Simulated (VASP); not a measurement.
# Co (Pm-3m) in VASP: relaxation of cell and atoms with LDA

Aim: the relaxation of cell and atoms of Co with LDA.

Everything below comes from runs of VASP 6.6.1. Logs are shortened: lines on timing, memory, paths and dates and some standing lists are left out, and cuts for length are marked.

## (1) The cell of the first run

Symmetry: Pm-3m, No. 221, cubic system. Conventional cell: a = 2.211 Å, b = 2.211 Å, c = 2.211 Å, α = 90.00°, β = 90.00°, γ = 90.00°. Within 2.9 Å of Co (site symmetry m-3m) lie 6 Co at 2.21 Å.

This isn't the form of Co at room conditions, which is hcp.

## (2) Relaxation of cell and atoms, LDA, collinear spin, ferromagnetic start

Input file INCAR:

```
SYSTEM = Co
  PREC = Accurate
  ENCUT = 600
  EDIFF = 1E-7
  ISMEAR = -1
  SIGMA = 0.05
  LREAL = .False.
  LASPH = .True.
  NELM = 200
  ALGO = Normal
  ISIF = 3
  LWAVE = .False.
  LCHARG = .False.
  ISPIN = 2
  MAGMOM = 1.7
  LORBIT = 11
  LMAXMIX = 4
  IBRION = 2
  NSW = 60
  EDIFFG = -0.005
  GGA_COMPAT = .False.
  NELMIN = 4
```

Input file KPOINTS:

```
Automatic mesh
0
Gamma
  17 17 17
  0 0 0
```

Input file POSCAR:

```
Co
1.0
    2.2110818260      0.0000000000      0.0000000000
    0.0000000000      2.2110818260      0.0000000000
    0.0000000000      0.0000000000      2.2110818260
Co
1
Direct
    0.0000000000      0.0000000000      0.0000000000
```

Potentials or basis: VASP PAW LDA potentials, release 64 (Co_sv).

The run is started by

```console
$ cat potpaw_LDA.64/Co_sv/POTCAR > POTCAR
$ mpirun -np 1 vasp_std > vasp.out
```

OUTCAR:

```text
SYSTEM = Co
   PREC = Accurate
   ENCUT = 600
   EDIFF = 1E-7
   ISMEAR = -1
   LREAL = .False.
   LASPH = .True.
   NELM = 200
   ISIF = 3
   ISPIN = 2
   LORBIT = 11
   IBRION = 2
   NSW = 60
   EDIFFG = -0.005
   NELMIN = 4

 ion  position               nearest neighbor table
   1  0.000  0.000  0.000-

  LATTYP: Found a simple cubic cell.
 ALAT       =     2.2110818260

  Lattice vectors:

 A1 = (   2.2110818260,   0.0000000000,   0.0000000000)
 A2 = (   0.0000000000,   2.2110818260,   0.0000000000)
 A3 = (   0.0000000000,   0.0000000000,   2.2110818260)

Analysis of symmetry for initial positions (statically):
=====================================================================
 Subroutine PRICEL returns:
 Original cell was already a primitive cell.

 Routine SETGRP: Setting up the symmetry group for a
 simple cubic supercell.

 Subroutine GETGRP returns: Found 48 space group operations
 (whereof 48 operations were pure point group operations)
 out of a pool of 48 trial point group operations.

The static configuration has the point symmetry O_h .

Analysis of symmetry for dynamics (positions and initial velocities):
=====================================================================
 Subroutine PRICEL returns:
 Original cell was already a primitive cell.

 Routine SETGRP: Setting up the symmetry group for a
 simple cubic supercell.

 Subroutine GETGRP returns: Found 48 space group operations
 (whereof 48 operations were pure point group operations)
 out of a pool of 48 trial point group operations.

The dynamic configuration has the point symmetry O_h .

Analysis of structural, dynamic, and magnetic symmetry:
=====================================================================
 Subroutine PRICEL returns:
 Original cell was already a primitive cell.

 Routine SETGRP: Setting up the symmetry group for a
 simple cubic supercell.

 Subroutine GETGRP returns: Found 48 space group operations
 (whereof 48 operations were pure point group operations)
 out of a pool of 48 trial point group operations.

The overall configuration has the point symmetry O_h .

 Subroutine INISYM returns: Found 48 space group operations
 (whereof 48 operations are pure point group operations),
 and found     1 'primitive' translations

----------------------------------------------------------------------------------------

                                     Primitive cell

  volume of cell :      10.8097

  direct lattice vectors                    reciprocal lattice vectors
     2.211081826  0.000000000  0.000000000     0.452267297  0.000000000  0.000000000
     0.000000000  2.211081826  0.000000000     0.000000000  0.452267297  0.000000000
     0.000000000  0.000000000  2.211081826     0.000000000  0.000000000  0.452267297

  length of vectors
     2.211081826  2.211081826  2.211081826     0.452267297  0.452267297  0.452267297

  position of ions in fractional coordinates (direct lattice)
     0.000000000  0.000000000  0.000000000

  ion indices of the primitive-cell ions
   primitive index   ion index
                 1           1

----------------------------------------------------------------------------------------

 KPOINTS: Automatic mesh

Automatic generation of k-mesh.
 Grid dimensions read from file:
 generate k-points for:   17   17   17

 Generating k-lattice:

  Cartesian coordinates                     Fractional coordinates (reciprocal lattice)
     0.026603959  0.000000000  0.000000000     0.058823529  0.000000000  0.000000000
     0.000000000  0.026603959  0.000000000     0.000000000  0.058823529  0.000000000
     0.000000000  0.000000000  0.026603959     0.000000000  0.000000000  0.058823529

  Length of vectors
     0.026603959  0.026603959  0.026603959

  Shift w.r.t. Gamma in fractional coordinates (k-lattice)
     0.000000000  0.000000000  0.000000000

 Subroutine IBZKPT returns following result:
 ===========================================

 Found    165 irreducible k-points:

 Following reciprocal coordinates:
            Coordinates               Weight
  0.000000  0.000000  0.000000      1.000000
  0.058824  0.000000  0.000000      6.000000
  0.117647  0.000000  0.000000      6.000000
  0.176471  0.000000  0.000000      6.000000
  0.235294  0.000000  0.000000      6.000000
  0.294118  0.000000  0.000000      6.000000
[... 16 lines left out ...]
  0.411765  0.117647  0.000000     24.000000
  0.470588  0.117647  0.000000     24.000000
 [... further k-points ...]
   k-points           NKPTS =    165   k-points in BZ     NKDIM =    165   number of bands    NBANDS=     13
   number of dos      NEDOS =    301   number of ions     NIONS =      1
   total plane-waves  NPLWV =   5832
   dimension x,y,z NGX =    18 NGY =   18 NGZ =   18
   dimension x,y,z NGXF=    36 NGYF=   36 NGZF=   36
   ions per type =               1
   NGX,Y,Z   is equivalent  to a cutoff of  13.53, 13.53, 13.53 a.u.
   NGXF,Y,Z  is equivalent  to a cutoff of  27.07, 27.07, 27.07 a.u.
 SYSTEM =  Co
   PREC   = accura    normal or accurate (medium, high low for compatibility)
   ISTART =      0    job   : 0-new  1-cont  2-samecut
   ICHARG =      2    charge: 1-file 2-atom 10-const
   ISPIN  =      2    spin polarized calculation?
   LNONCOLLINEAR =      F non collinear calculations
   LSORBIT =      F    spin-orbit coupling
   LASPH  =      T    aspherical Exc in radial PAW
   ENCUT  =  600.0 eV  44.10 Ry    6.64 a.u.   4.42  4.42  4.42*2*pi/ulx,y,z
   NELM   =    200;   NELMIN=  4; NELMDL= -5     # of ELM steps
   EDIFF  = 0.1E-06   stopping-criterion for ELM
   LREAL  =      F    real-space projection
   EDIFFG = -.5E-02   stopping-criterion for IOM
   NSW    =     60    number of steps for IOM
   IBRION =      2    ionic relax: 0-MD 1-quasi-New 2-CG
   NFREE  =      1    steps in history (QN), initial steepest desc. (CG)
   ISIF   =      3    stress and relaxation
   ISYM   =      2    0-nonsym 1-usesym 2-fastsym
   POTIM  = 0.5000    time-step for ionic-motion
   TEBEG  =    0.0;   TEEND  =   0.0 temperature during run
   PSTRESS=    0.0 pullay stress
   NELECT =      17.0000    total number of electrons
   NUPDOWN=      -1.0000    fix difference up-down
   EMIN   =  10.00;   EMAX   =-10.00  energy-range for DOS
   EFERMI =   0.00;   METHOD = LEGACY
   ISMEAR =    -1;   SIGMA  =   0.05  broadening in eV -4-tet -1-fermi 0-gaus
   EFERMI_NEDOS =   21; number of points for ismear=-14 and -15
   IALGO  =     38    algorithm
   IMIX   =      4    mixing-type and parameters
     AMIX     =   0.40;   BMIX     =  1.00
     AMIX_MAG =   1.60;   BMIX_MAG =  1.00
  volume/ion in A,a.u.               =      10.81        72.95
  Fermi-wavevector in a.u.,A,eV,Ry     =   1.903793  3.597647 49.313318  3.624427
  Thomas-Fermi vector in A             =   2.942143
   LORBIT       =     11    0 simple, 1 ext, 2 COOP (PROOUT), +10 PAW based schemes
   GGA     = CA    functional components
   LHFCALC =     F    Hartree Fock is set to
   AEXX    =    0.0000 exact exchange contribution
   IVDW    =     0    specifies the selected vdW correction
   LEPSILON=     F    determine dielectric tensor
   LRPA    =     F    only Hartree local field effects (RPA)
 conjugate gradient relaxation of ions
 spin polarized calculation
  energy-cutoff  :      600.00
  volume of cell :       10.81
 maximum number of plane-waves:       371
 NGX is ok and might be reduce to    18
   NGX =  9   NGY =  9   NGZ =  9

--------------------------------------- Ionic step        1  -------------------------------------------

 number of electron      17.0000035 magnetization       1.4185560

 Free energy of the ion-electron system (eV)
  ---------------------------------------------------
  ext. energy  EPLUGINS =         0.00000000
  ---------------------------------------------------
  free energy    TOTEN  =        -7.27582590 eV

  energy without entropy =       -7.26471742  energy(sigma->0) =       -7.27027166

------------------------ aborting loop because EDIFF is reached ----------------------------------------

  FORCE on cell =-STRESS in cart. coord.  units (eV):
  Direction    XX          YY          ZZ          XY          YZ          ZX
  --------------------------------------------------------------------------------------
  -------------------------------------------------------------------------------------
  Total        0.6365505      0.6365505      0.6365505      0.0000000     -0.0000000      0.0000000
  in kB       94.3471999     94.3471999     94.3471999      0.0000000     -0.0000000      0.0000000
  external PRESSURE =      94.3471999 kB  Pullay stress =       0.0000000 kB
[... 55 lines left out ...]
  energy  without entropy=       -7.2545505884  energy(sigma->0) =       -7.26160562

--------------------------------------- Ionic step        3  -------------------------------------------

 number of electron      17.0000014 magnetization       1.4560372

 Free energy of the ion-electron system (eV)
  ---------------------------------------------------
  ext. energy  EPLUGINS =         0.00000000
  ---------------------------------------------------
  free energy    TOTEN  =        -7.28795296 eV

  energy without entropy =       -7.27606955  energy(sigma->0) =       -7.28201126

 E-fermi :  11.2169     XC(G=0): -13.9765

 val. band max:       11.2112853411   @ k =   0.4706   0.4706   0.0000
 cond. band min:      11.2201349620   @ k =   0.4706   0.3529   0.2941
 fundamental gap:      0.0088496209
 Fermi energy:        11.2169342860

 spin component 1

 k-point     1 :       0.0000    0.0000    0.0000
  band No.  band energies     occupation
      1     -83.7279      1.00000
      2     -47.2670      1.00000
      3     -47.2670      1.00000
      4     -47.2670      1.00000
      5       2.3343      1.00000
      6       6.6119      1.00000
      7       6.6119      1.00000
      8      10.7866      0.99982
      9      10.7866      0.99982
     10      10.7866      0.99982
     11      31.7196      0.00000
     12      31.7196      0.00000
     13      31.7196      0.00000
[... 353 lines left out ...]
 k-point    24 :       0.4706    0.1176    0.0000
  band No.  band energies     occupation
      1     -83.6481      1.00000
      2     -47.7609      1.00000
      3     -47.2887      1.00000
      4     -47.2186      1.00000
      5       6.8356      1.00000
      6       7.4531      1.00000
      7       8.0980      1.00000
      8       9.4318      1.00000
      9      10.7366      0.99993
     10      11.1013      0.90994
     11      16.0118      0.00000
     12      33.3761      0.00000
     13      36.4088      0.00000

 [... further k-points ...]

 spin component 2

 k-point     1 :       0.0000    0.0000    0.0000
  band No.  band energies     occupation
      1     -82.1067      1.00000
      2     -45.6860      1.00000
      3     -45.6860      1.00000
      4     -45.6860      1.00000
      5       2.5689      1.00000
      6       7.6311      1.00000
      7       7.6311      1.00000
      8      12.4121      0.00000
      9      12.4121      0.00000
     10      12.4121      0.00000
     11      32.0403      0.00000
     12      32.0403      0.00000
     13      32.0403      0.00000
[... 396 lines left out ...]
  FREE ENERGIE OF THE ION-ELECTRON SYSTEM (eV)
  ---------------------------------------------------
  free  energy   TOTEN  =        -7.2879529614 eV

  energy  without entropy=       -7.2760695532  energy(sigma->0) =       -7.28201126

 reached required accuracy - stopping structural energy minimisation

 total charge

# of ion       s       p       d       tot
------------------------------------------
    1        2.277   6.105   6.796  15.178

 magnetization (x)

# of ion       s       p       d       tot
------------------------------------------
    1        0.005   0.003   1.429   1.437
```

Wall time 47 s (1 thread of Intel Xeon 6975P-C (Granite Rapids), shared host); peak memory 0.15 GiB.

Results:

```
Free energy                                           : -7.2880 eV
Relaxed volume                                        : 11.24 Å³/atom
Relaxed cell                                          : a = 2.240 Å, b = 2.240 Å, c = 2.240 Å, α = 90.00°, β = 90.00°, γ = 90.00°
Space group after relaxing (to 0.1 Å)                 : Pm-3m (No. 221)
Energy gained by relaxing                             : 12.1 meV/atom
Ionic steps                                           : 3
Pressure after relaxing                               : 0.0 GPa
Net moment                                            : 1.46 μB per cell
Site moments                                          : Co +1.44 μB
Valence electrons inside the program's atomic spheres : Co 15.18
```

The path:
```tsv
step	energy change (eV)	largest force (eV/Å)	pressure (GPa)	volume (Å³)
1	0.0000	0.0000	9.43	10.81
2	0.0072	0.0000	-9.61	11.84
3	-0.0121	0.0000	0.00	11.24
```

Final structure:
```cif
data_structure
_symmetry_space_group_name_H-M 'P 1'
_symmetry_Int_Tables_number 1
_cell_length_a 2.2401
_cell_length_b 2.2401
_cell_length_c 2.2401
_cell_angle_alpha 90.000
_cell_angle_beta 90.000
_cell_angle_gamma 90.000
_cell_volume 11.24
loop_
_atom_site_label
_atom_site_type_symbol
_atom_site_fract_x
_atom_site_fract_y
_atom_site_fract_z
_atom_site_occupancy
Co1 Co 0.00000 0.00000 0.00000 1
```
